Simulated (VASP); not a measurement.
# C (Fd-3m) in VASP: settings compared, part 2 of 2

VASP 6.6.1.

## Step 5: Single point, PBE0

This run uses another cell than the first one, of 5.44 Å³/atom, 0.923 times its volume.

POSCAR reads:

```
C
1.0
    0.0000000000      1.7592674508      1.7592674508
    1.7592674508      0.0000000000      1.7592674508
    1.7592674508      1.7592674508      0.0000000000
C
2
Direct
    0.7500000000      0.7500000000      0.7500000000
    0.5000000000      0.5000000000      0.5000000000
```

INCAR.step1 reads:

```
SYSTEM = C
ALGO = Normal ; EDIFF = 1E-5
ENCUT = 520 ; GGA = PE
ISIF = 2 ; ISMEAR = -1
LASPH = .True. ; LREAL = .False.
LWAVE = .True. ; NBANDS = 11
NELM = 80 ; PREC = Accurate
SIGMA = 0.05
```

INCAR.step2 reads:

```
SYSTEM = C
AEXX = 0.25 ; ALGO = Normal
EDIFF = 1E-6 ; ENCUT = 520
GGA = PE ; ISIF = 2
ISMEAR = -1 ; ISTART = 1
LASPH = .True. ; LCHARG = .True.
LELF = .True. ; LHFCALC = .True.
LREAL = .False. ; LVHAR = .True.
LWAVE = .False. ; NBANDS = 11
NELM = 80 ; PREC = Accurate
PRECFOCK = Normal ; SIGMA = 0.05
```

KPOINTS reads:

```
k-points
0
Gamma
  8 8 8
  0 0 0
```

Potentials or basis: VASP PAW PBE potentials, release 64 (C).

Command:

```sh
cat potpaw_PBE.64/C/POTCAR > POTCAR
cp INCAR.step1 INCAR
mpirun -np 1 vasp_std > vasp.out
cp INCAR.step2 INCAR
mpirun -np 1 vasp_std > vasp.out
```

OUTCAR:

```text
SYSTEM = C
   AEXX = 0.25
   EDIFF = 1E-6
   ENCUT = 520
   GGA = PE
   ISIF = 2
   ISMEAR = -1
   ISTART = 1
   LASPH = .True.
   LHFCALC = .True.
   LREAL = .False.
   NELM = 80
   PREC = Accurate
   PRECFOCK = Normal

 ion  position               nearest neighbor table
   1  0.750  0.750  0.750-   2 1.52   2 1.52   2 1.52   2 1.52
   2  0.500  0.500  0.500-   1 1.52   1 1.52   1 1.52   1 1.52

  LATTYP: Found a face centered cubic cell.
 ALAT       =     3.5185349016

  Lattice vectors:

 A1 = (   0.0000000000,   1.7592674508,   1.7592674508)
 A2 = (   1.7592674508,   0.0000000000,   1.7592674508)
 A3 = (   1.7592674508,   1.7592674508,   0.0000000000)

Analysis of symmetry for initial positions (statically):
=====================================================================
 Subroutine PRICEL returns:
 Original cell was already a primitive cell.

 Routine SETGRP: Setting up the symmetry group for a
 face centered cubic supercell.

[... 175 lines left out ...]

 E-fermi :  10.4029     XC(G=0): -10.5639

 val. band max:        9.3277035316   @ k =   0.0000   0.0000   0.0000
 cond. band min:      15.4733673222   @ k =   0.3750   0.3750   0.0000
 fundamental gap:      6.1456637906
 Fermi energy:        10.4028553517

 k-point     1 :       0.0000    0.0000    0.0000
  band No.  band energies     occupation
      1     -14.8413      2.00000
      2       9.3277      2.00000
      3       9.3277      2.00000
      4       9.3277      2.00000
      5      17.1671      0.00000
      6      17.1671      0.00000
      7      17.1671      0.00000
      8      26.3684      0.00000
      9      31.5314      0.00000
     10      38.8885      0.00000
     11      38.8885      0.00000
[... 309 lines left out ...]
 k-point    24 :      -0.3750    0.2500    0.1250
  band No.  band energies     occupation
      1      -7.2414      2.00000
      2      -4.6791      2.00000
      3       2.1710      2.00000
      4       3.9893      2.00000
      5      19.9659      0.00000
      6      21.5250      0.00000
      7      25.7648      0.00000
      8      27.6042      0.00000
      9      30.5283      0.00000
     10      37.2057      0.00000
     11      39.0817      0.00000

 [... further k-points ...]
[... 5 lines left out ...]
  --------------------------------------------------------------------------------------
  -------------------------------------------------------------------------------------
  Total        0.8220020      0.8220020      0.8220020     -0.0000000     -0.0000000      0.0000000
  in kB      120.9366293    120.9366293    120.9366293     -0.0000000     -0.0000000      0.0000000
  external PRESSURE =     120.9366293 kB  Pullay stress =       0.0000000 kB

 VOLUME and BASIS-vectors are now :
 -----------------------------------------------------------------------------
  energy-cutoff  :      520.00
  volume of cell :       10.89
      direct lattice vectors                 reciprocal lattice vectors
     0.000000000  1.759267451  1.759267451    -0.284209203  0.284209203  0.284209203
     1.759267451  0.000000000  1.759267451     0.284209203 -0.284209203  0.284209203
     1.759267451  1.759267451  0.000000000     0.284209203  0.284209203 -0.284209203

 POSITION                                       TOTAL-FORCE (eV/Angst)
 -----------------------------------------------------------------------------------
      2.63890      2.63890      2.63890         0.000000      0.000000      0.000000
      1.75927      1.75927      1.75927        -0.000000     -0.000000     -0.000000
 -----------------------------------------------------------------------------------
    total drift:                               -0.000000      0.000000      0.000000

  FREE ENERGIE OF THE ION-ELECTRON SYSTEM (eV)
  ---------------------------------------------------
  free  energy   TOTEN  =       -22.1223700544 eV

  energy  without entropy=      -22.1223700544  energy(sigma->0) =      -22.12237005
```

OUTCAR.step1:

```text
SYSTEM = C
   EDIFF = 1E-5
   ENCUT = 520
   GGA = PE
   ISIF = 2
   ISMEAR = -1
[... 559 lines left out ...]
 -----------------------------------------------------------------------------------
      2.63890      2.63890      2.63890        -0.000000     -0.000000     -0.000000
      1.75927      1.75927      1.75927         0.000000      0.000000      0.000000
 -----------------------------------------------------------------------------------
    total drift:                                0.000000     -0.000000      0.000000

  FREE ENERGIE OF THE ION-ELECTRON SYSTEM (eV)
  ---------------------------------------------------
  free  energy   TOTEN  =       -18.1499902041 eV

  energy  without entropy=      -18.1499902040  energy(sigma->0) =      -18.14999020
```

OSZICAR.step1:

```text
N       E                     dE             d eps       ncg     rms          rms(c)
DAV:   1     0.726517925569E+00    0.72652E+00   -0.48787E+03   646   0.705E+02
DAV:   2    -0.185661932015E+02   -0.19293E+02   -0.18857E+02   848   0.132E+02
DAV:   3    -0.188707917386E+02   -0.30460E+00   -0.30395E+00   737   0.128E+01
DAV:   4    -0.188712089755E+02   -0.41724E-03   -0.41723E-03   686   0.592E-01
DAV:   5    -0.188712094216E+02   -0.44612E-06   -0.44605E-06   725   0.182E-02    0.586E+00
DAV:   6    -0.183300135654E+02    0.54120E+00   -0.28305E-01   650   0.378E+00    0.351E+00
DAV:   7    -0.181480125710E+02    0.18200E+00   -0.34222E-01   671   0.420E+00    0.825E-01
DAV:   8    -0.181499323501E+02   -0.19198E-02   -0.92447E-03   656   0.726E-01    0.452E-02
DAV:   9    -0.181499696111E+02   -0.37261E-04   -0.62841E-05   740   0.638E-02    0.254E-02
DAV:  10    -0.181499901059E+02   -0.20495E-04   -0.14740E-05   677   0.342E-02    0.542E-03
DAV:  11    -0.181499902041E+02   -0.98197E-07   -0.24698E-07   319   0.463E-03
   1 F= -.18149990E+02 E0= -.18149990E+02  d E =-.656662E-10
```

Run time: 6.3 min. Hardware: 1 thread of Intel Xeon Platinum 8375C at 2.90GHz (Ice Lake), shared host; peak memory 0.13 GiB.

Results:

```
Free energy            : -22.1224 eV
Pressure               : 12.1 GPa
Band gap on the k mesh : 6.15 eV, indirect (least direct gap 7.84 eV)
```

Levels at points of the mesh, in eV from the valence-band top:
```
           k point  band 1  band 2  band 3  band 4  band 5  band 6  band 7  band 8
(0.00, 0.00, 0.00)  -24.17    0.00    0.00    0.00    7.84    7.84    7.84   17.04
(0.50, 0.00, 0.00)  -17.70  -15.15   -3.20   -3.20   10.97   10.97   11.71   18.77
(0.50, 0.50, 0.00)  -14.43  -14.43   -7.17   -7.17    6.77    6.77   20.66   20.66
```

Caveat: the PAW data sets were made with another functional, which shifts forces and pressure a little.

## Step 6: Overview

```csv
level,cell,k mesh,screening parameter,gap on the mesh (eV),pressure (GPa)
PBE0,"a = 2.555 Å, angles 60.0°, 2 atoms",7 × 7 × 7,-,6.08,-23.7
PBE0,"a = 2.572 Å, angles 60.0°, 2 atoms",7 × 7 × 7,-,6.04,-30.8
HSE06,"a = 2.488 Å, angles 60.0°, 2 atoms",8 × 8 × 8,0.2079 1/Å,5.38,12.3
PBE0,"a = 2.488 Å, angles 60.0°, 2 atoms",8 × 8 × 8,-,6.15,12.1
```

Alike in all rows: task single point; potentials or basis VASP PAW PBE potentials, release 64 (C); no spin polarisation; cutoff (eV) 520; smearing fermi-dirac 0.05 eV.

Caveats: some runs use coarse meshes; the PAW data sets were made with another functional, which shifts forces and pressure a little.

Total energies depend on the potentials used, so only differences within one code and one set of settings carry meaning.
